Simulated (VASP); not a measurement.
# ZnS in VASP: notebook

ZnS is run at these levels: PBE; tasks: single point.

Program: VASP 6.6.1. These are calculated values, not measurements. Logs are shortened: lines on timing, memory, paths and dates and some standing lists are left out, and cuts for length are marked.

### 1 The cell of the first run

The structure is tetragonal, space group I-4m2 (No. 119). Conventional cell: a = 3.901 Å, b = 3.901 Å, c = 5.409 Å, α = 90.00°, β = 90.00°, γ = 90.00°. Zn (site symmetry -4m2) has 4 S at 2.37 Å within 3.1 Å. Within 3.1 Å of S (site symmetry -4m2) lie 4 Zn at 2.37 Å.

### 2 Single point, PBE (equal xx and yy strain of +2 %)

Contents of INCAR:

```
  PREC = Accurate
  ENCUT = 520
  EDIFF = 1E-6
  ISMEAR = -1
  SIGMA = 0.01
  LREAL = F
  LASPH = T
  NELM = 60
  ALGO = Normal
  ISIF = 2
  LWAVE = F
  LCHARG = T
  GGA = PE
  LELF = T
  LVHAR = T
  NBANDS = 16
```

Contents of KPOINTS:

```
regular mesh
0
Gamma
  8 8 8
```

Contents of POSCAR:

```
ZnS
1.0
    0.0000000000      2.7587430000      2.7046500000
    2.7587430000      0.0000000000      2.7046500000
    2.7587430000      2.7587430000      0.0000000000
Zn S
1 1
Direct
    0.0000000000      0.0000000000      0.0000000000
    0.7500000000      0.7500000000      0.7500000000
```

Potentials or basis: VASP PAW PBE potentials, release 64 (Zn, S).

Command:

```sh
> cat potpaw_PBE.64/Zn/POTCAR potpaw_PBE.64/S/POTCAR > POTCAR
> mpirun -np 1 vasp_std > vasp.out
```

OUTCAR:

```text
PREC = Accurate
   ENCUT = 520
   EDIFF = 1E-6
   ISMEAR = -1
   LREAL = F
   LASPH = T
   NELM = 60
   ISIF = 2
   GGA = PE

 ion  position               nearest neighbor table
   1  0.000  0.000  0.000-   2 2.37   2 2.37   2 2.37   2 2.37
   2  0.750  0.750  0.750-   1 2.37   1 2.37   1 2.37   1 2.37

  LATTYP: Found a body centered tetragonal cell.
 ALAT       =     3.9014517657
 C/A-ratio  =     1.3864838847

  Lattice vectors:

 A1 = (   0.0000000000,  -2.7587430000,  -2.7046500000)
 A2 = (   0.0000000000,   2.7587430000,  -2.7046500000)
 A3 = (   2.7587430000,   0.0000000000,   2.7046500000)

Analysis of symmetry for initial positions (statically):
=====================================================================
 Subroutine PRICEL returns:
 Original cell was already a primitive cell.

 Routine SETGRP: Setting up the symmetry group for a
 body centered tetragonal supercell.

 Subroutine GETGRP returns: Found  8 space group operations
 (whereof  8 operations were pure point group operations)
 out of a pool of 16 trial point group operations.

The static configuration has the point symmetry D_2d.

Analysis of symmetry for dynamics (positions and initial velocities):
=====================================================================
 Subroutine PRICEL returns:
 Original cell was already a primitive cell.

 Routine SETGRP: Setting up the symmetry group for a
 body centered tetragonal supercell.

 Subroutine GETGRP returns: Found  8 space group operations
 (whereof  8 operations were pure point group operations)
 out of a pool of 16 trial point group operations.

The dynamic configuration has the point symmetry D_2d.

 Subroutine INISYM returns: Found  8 space group operations
 (whereof  8 operations are pure point group operations),
 and found     1 'primitive' translations

----------------------------------------------------------------------------------------

                                     Primitive cell

  volume of cell :      41.1684

  direct lattice vectors                    reciprocal lattice vectors
     0.000000000  2.758743000  2.704650000    -0.181241964  0.181241964  0.184866803
     2.758743000  0.000000000  2.704650000     0.181241964 -0.181241964  0.184866803
     2.758743000  2.758743000  0.000000000     0.181241964  0.181241964 -0.184866803
[... 75 lines left out ...]
   PREC   = accura    normal or accurate (medium, high low for compatibility)
   ISTART =      0    job   : 0-new  1-cont  2-samecut
   ICHARG =      2    charge: 1-file 2-atom 10-const
   ISPIN  =      1    spin polarized calculation?
   LNONCOLLINEAR =      F non collinear calculations
   LSORBIT =      F    spin-orbit coupling
   LASPH  =      T    aspherical Exc in radial PAW
   ENCUT  =  520.0 eV  38.22 Ry    6.18 a.u.   7.18  7.18  7.25*2*pi/ulx,y,z
   NELM   =     60;   NELMIN=  2; NELMDL= -5     # of ELM steps
   EDIFF  = 0.1E-05   stopping-criterion for ELM
   LREAL  =      F    real-space projection
   EDIFFG = 0.1E-04   stopping-criterion for IOM
   NSW    =      0    number of steps for IOM
   IBRION =     -1    ionic relax: 0-MD 1-quasi-New 2-CG
   NFREE  =      0    steps in history (QN), initial steepest desc. (CG)
   ISIF   =      2    stress and relaxation
   ISYM   =      2    0-nonsym 1-usesym 2-fastsym
   POTIM  = 0.5000    time-step for ionic-motion
   TEBEG  =    0.0;   TEEND  =   0.0 temperature during run
   PSTRESS=    0.0 pullay stress
   NELECT =      18.0000    total number of electrons
   NUPDOWN=      -1.0000    fix difference up-down
   EMIN   =  10.00;   EMAX   =-10.00  energy-range for DOS
   EFERMI =   0.00;   METHOD = LEGACY
   ISMEAR =    -1;   SIGMA  =   0.01  broadening in eV -4-tet -1-fermi 0-gaus
   EFERMI_NEDOS =   21; number of points for ismear=-14 and -15
   IALGO  =     38    algorithm
   IMIX   =      4    mixing-type and parameters
     AMIX     =   0.40;   BMIX     =  1.00
     AMIX_MAG =   1.60;   BMIX_MAG =  1.00
  volume/ion in A,a.u.               =      20.58       138.91
  Fermi-wavevector in a.u.,A,eV,Ry     =   1.242542  2.348064 21.006186  1.543911
  Thomas-Fermi vector in A             =   2.376892
   LORBIT       =      0    0 simple, 1 ext, 2 COOP (PROOUT), +10 PAW based schemes
   GGA     = PE    functional components
   LHFCALC =     F    Hartree Fock is set to
   AEXX    =    0.0000 exact exchange contribution
   IVDW    =     0    specifies the selected vdW correction
   LEPSILON=     F    determine dielectric tensor
   LRPA    =     F    only Hartree local field effects (RPA)
 non-spin polarized calculation
  energy-cutoff  :      520.00
  volume of cell :       41.17
 maximum number of plane-waves:      1120
 NGX is ok and might be reduce to    30
   NGX = 15   NGY = 15   NGZ = 15

 number of electron      18.0000002 magnetization

 Free energy of the ion-electron system (eV)
  ---------------------------------------------------
  ext. energy  EPLUGINS =         0.00000000
  ---------------------------------------------------
  free energy    TOTEN  =        -6.84822299 eV

  energy without entropy =       -6.84822299  energy(sigma->0) =       -6.84822299

 E-fermi :   1.9700     XC(G=0):  -9.4315

 val. band max:        1.7625385799   @ k =   0.0000   0.0000   0.0000
 cond. band min:       3.6483161612   @ k =   0.0000   0.0000   0.0000
 fundamental gap:      1.8857775813
 Fermi energy:         1.9699980939

 k-point     1 :       0.0000    0.0000    0.0000
  band No.  band energies     occupation
      1     -11.1322      2.00000
      2      -4.4629      2.00000
      3      -4.4629      2.00000
      4      -4.4521      2.00000
      5      -4.0130      2.00000
      6      -4.0088      2.00000
[... 433 lines left out ...]
      3      -4.3368      2.00000
      4      -4.2663      2.00000
      5      -4.0098      2.00000
      6      -3.9817      2.00000
[... 8 lines left out ...]
     15      14.2917      0.00000
     16      14.6791      0.00000

 [... further k-points ...]
[... 5 lines left out ...]
  --------------------------------------------------------------------------------------
  -------------------------------------------------------------------------------------
  Total       -0.3882746     -0.3882746     -0.1853266      0.0000000      0.0000000      0.0000000
  in kB      -15.1107486    -15.1107486     -7.2124811      0.0000000      0.0000000      0.0000000
  external PRESSURE =     -12.4779928 kB  Pullay stress =       0.0000000 kB

 VOLUME and BASIS-vectors are now :
 -----------------------------------------------------------------------------
  energy-cutoff  :      520.00
  volume of cell :       41.17
      direct lattice vectors                 reciprocal lattice vectors
     0.000000000  2.758743000  2.704650000    -0.181241964  0.181241964  0.184866803
     2.758743000  0.000000000  2.704650000     0.181241964 -0.181241964  0.184866803
     2.758743000  2.758743000  0.000000000     0.181241964  0.181241964 -0.184866803

 POSITION                                       TOTAL-FORCE (eV/Angst)
 -----------------------------------------------------------------------------------
      0.00000      0.00000      0.00000         0.000000      0.000000      0.000000
      4.13811      4.13811      4.05697        -0.000000     -0.000000     -0.000000
 -----------------------------------------------------------------------------------
    total drift:                                0.000000      0.000000     -0.000000

  FREE ENERGIE OF THE ION-ELECTRON SYSTEM (eV)
  ---------------------------------------------------
  free  energy   TOTEN  =        -6.8482229950 eV

  energy  without entropy=       -6.8482229950  energy(sigma->0) =       -6.84822299
```

stdout:

```text
POSCAR found type information on POSCAR ZnS
 POSCAR found :  2 types and       2 ions
 scaLAPACK will be used
 LDA part: xc-table for (Slater+PW92), standard interpolation
 POSCAR, INCAR and KPOINTS ok, starting setup
 FFT: planning ... GRIDC
 FFT: planning ... GRID_SOFT
 FFT: planning ... GRID
 WAVECAR not read
 entering main loop
```

It took 42 s on 1 thread of AMD EPYC 7R43 (Zen 3), shared host; peak memory 0.16 GiB.

Results:

```yaml
Free_energy: -6.8482 eV
Pressure: -1.2 GPa
Band_gap_on_the_k_mesh: 1.89 eV, direct
```

Stress tensor (GPa, compression positive):
```
-1.51  0.00  0.00
 0.00 -1.51  0.00
 0.00  0.00 -0.72
```

Levels at points of the mesh, in eV from the valence-band top:
```csv
k point,band 5,band 6,band 7,band 8,band 9,band 10,band 11,band 12,band 13,band 14
"(0.00, 0.00, 0.00)",-5.78,-5.77,-0.06,-0.06,0.00,1.89,6.38,6.38,6.38,11.51
"(0.50, 0.00, 0.00)",-5.74,-5.59,-5.06,-0.90,-0.80,3.18,6.82,6.99,8.67,11.93
"(0.50, 0.50, 0.00)",-5.70,-5.55,-4.36,-2.18,-2.18,3.40,3.90,10.78,11.61,11.61
"(0.50, 0.00, 0.50)",-5.71,-5.58,-4.47,-2.10,-2.06,3.49,4.09,10.57,11.56,11.71
```

Caveat: the cell differs from its parent crystal (equal xx and yy strain of +2 %).

### 3 Single point, PBE (volume scaled by 0.95)

Contents of INCAR:

```
SYSTEM = ZnS
PREC = Accurate
ENCUT = 520
EDIFF = 1E-6
ISMEAR = -1
SIGMA = 0.01
LREAL = .False.
LASPH = .True.
NELM = 60
ALGO = Normal
ISIF = 2
LWAVE = .False.
LCHARG = .False.
GGA = PE
NBANDS = 16
```

Contents of KPOINTS:

```
regular mesh
0
Gamma
  8 8 8
  0 0 0
```

Contents of POSCAR:

```
ZnS
1.0
    0.0000000000      2.6587996169      2.6587996169
    2.6587996169      0.0000000000      2.6587996169
    2.6587996169      2.6587996169      0.0000000000
Zn S
1 1
Direct
    0.0000000000      0.0000000000      0.0000000000
    0.7500000000      0.7500000000      0.7500000000
```

Potentials or basis: VASP PAW PBE potentials, release 64 (Zn, S).

Command:

```sh
> cat potpaw_PBE.64/Zn/POTCAR potpaw_PBE.64/S/POTCAR > POTCAR
> mpirun -np 1 vasp_std > vasp.out
```

Run time: 20 s. Hardware: 1 thread of AMD EPYC 7R43 (Zen 3), shared host; peak memory 0.12 GiB.

Results (log left out):

```yaml
Free_energy: -6.8032 eV
Pressure: 5.8 GPa
Band_gap_on_the_k_mesh: 2.33 eV, direct
```

Levels at points of the mesh, in eV from the valence-band top:
```tsv
k point	band 7	band 8	band 9	band 10	band 11	band 12
(0.00, 0.00, 0.00)	0.00	0.00	0.00	2.33	6.36	6.36
(0.50, 0.00, 0.00)	-5.61	-0.94	-0.94	3.40	6.89	6.89
(0.50, 0.50, 0.00)	-4.75	-2.40	-2.40	3.29	4.06	11.33
```

### 4 Single point, PBE (volume scaled by 0.975)

Contents of INCAR:

```
SYSTEM = ZnS
ALGO     = Normal         ! electronic algorithm
EDIFF    = 1E-6           ! SCF threshold, eV
ENCUT    = 520            ! plane-wave cutoff, eV
GGA      = PE             ! functional
ISIF     = 2              ! what is computed and relaxed
ISMEAR   = -1             ! smearing method
LASPH    = .TRUE.         ! aspherical terms in the spheres
LCHARG   = .TRUE.         ! write CHGCAR
LELF     = .TRUE.         ! ELF
LREAL    = .FALSE.        ! projectors in reciprocal space
LVHAR    = .TRUE.       
LWAVE    = .FALSE.        ! write WAVECAR
NBANDS   = 16             ! bands
NELM     = 80             ! most SCF steps
PREC     = Accurate       ! precision mode
SIGMA    = 0.01           ! smearing width, eV
```

Contents of KPOINTS:

```
k-points
0
G
  8 8 8
  0 0 0
```

Contents of POSCAR:

```
ZnS
1.0
    0.0000000000      2.6819207741      2.6819207741
    2.6819207741      0.0000000000      2.6819207741
    2.6819207741      2.6819207741      0.0000000000
Zn S
1 1
Direct
    0.0000000000      0.0000000000      0.0000000000
    0.7500000000      0.7500000000      0.7500000000
```

Command:

```sh
> cat potpaw_PBE.64/Zn/POTCAR potpaw_PBE.64/S/POTCAR > POTCAR
> mpirun -np 1 vasp_std > vasp.out
```

It took 30 s on 1 thread of AMD EPYC 7R43 (Zen 3), shared host; peak memory 0.12 GiB.

Results (log left out):

```yaml
Free_energy: -6.8325 eV
Pressure: 3.6 GPa
Band_gap_on_the_k_mesh: 2.21 eV, direct
```

Levels at points of the mesh, in eV from the valence-band top:
```tsv
k point	band 5	band 6	band 7	band 8	band 9	band 10	band 11	band 12	band 13	band 14
(0.00, 0.00, 0.00)	-5.91	-5.91	0.00	0.00	0.00	2.21	6.38	6.38	6.38	11.79
(0.50, 0.00, 0.00)	-5.87	-5.70	-5.44	-0.90	-0.90	3.35	6.91	6.91	8.96	12.27
(0.50, 0.50, 0.00)	-5.83	-5.68	-4.65	-2.30	-2.30	3.36	4.07	11.14	12.12	12.12
```

### 5 The runs side by side

```tsv
cell	gap on the mesh (eV)	pressure (GPa)
a = 3.863, b = 3.863, c = 3.901 Å, angles 59.7, 59.7, 60.7°, 2 atoms	1.89	-1.2
a = 3.760 Å, angles 60.0°, 2 atoms	2.33	5.8
a = 3.793 Å, angles 60.0°, 2 atoms	2.21	3.6
```

Alike in all rows: task single point; level PBE; potentials or basis VASP PAW PBE potentials, release 64 (Zn, S); no spin polarisation; k mesh 8 × 8 × 8; cutoff (eV) 520; smearing fermi-dirac 0.01 eV.

Total energies depend on the potentials used, so only differences within one code and one set of settings carry meaning.
